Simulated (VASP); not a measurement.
A run of VASP 6.6.1 is set up as follows.

Contents of INCAR:

```
PREC = Accurate
ENCUT = 520
EDIFF = 1E-6
ISMEAR = 0
SIGMA = 0.02
LREAL = False
LASPH = True
NELM = 80
ALGO = Normal
ISIF = 2
LWAVE = False
LCHARG = False
GGA = PE
IVDW = 12
ISYM = 0
NBANDS = 35
```

Contents of KPOINTS:

```
regular mesh
0
Gamma
  9 9 2
```

Contents of POSCAR:

```
WSe2
1.0
    3.3118077377      0.0000000000      0.0000000000
   -1.6559038688      2.8681096333      0.0000000000
    0.0000000000      0.0000000000     13.7901599040
W Se
2 4
Direct
    0.3333333333      0.6666666667      0.2500000000
    0.6666666667      0.3333333333      0.7500000000
    0.3333333333      0.6666666667      0.6281927749
    0.6666666667      0.3333333333      0.1281927749
    0.3333333333      0.6666666667      0.8718072251
    0.6666666667      0.3333333333      0.3718072251
```

Potentials or basis: VASP PAW PBE potentials, release 64 (W_sv, Se).

The run is started by

```console
$ cat potpaw_PBE.64/W_sv/POTCAR potpaw_PBE.64/Se/POTCAR > POTCAR
$ mpirun -np 1 vasp_std > vasp.out
```

Question: Estimate the band gap on the k mesh.

Answer: 1.31 eV (least direct gap 1.51 eV).

Question: Estimate the pressure.

Answer: -2.2 GPa.

Forces in eV/Å, atoms in the order of the input:
```
W    0.000  0.000  0.000
W    0.000  0.000  0.000
Se   0.000  0.000 -0.045
Se   0.000  0.000 -0.045
Se   0.000  0.000  0.045
Se   0.000  0.000  0.045
```

Caveat: spin-orbit coupling is left out, which moves the levels of the heavy elements. A k mesh can miss the band edges.
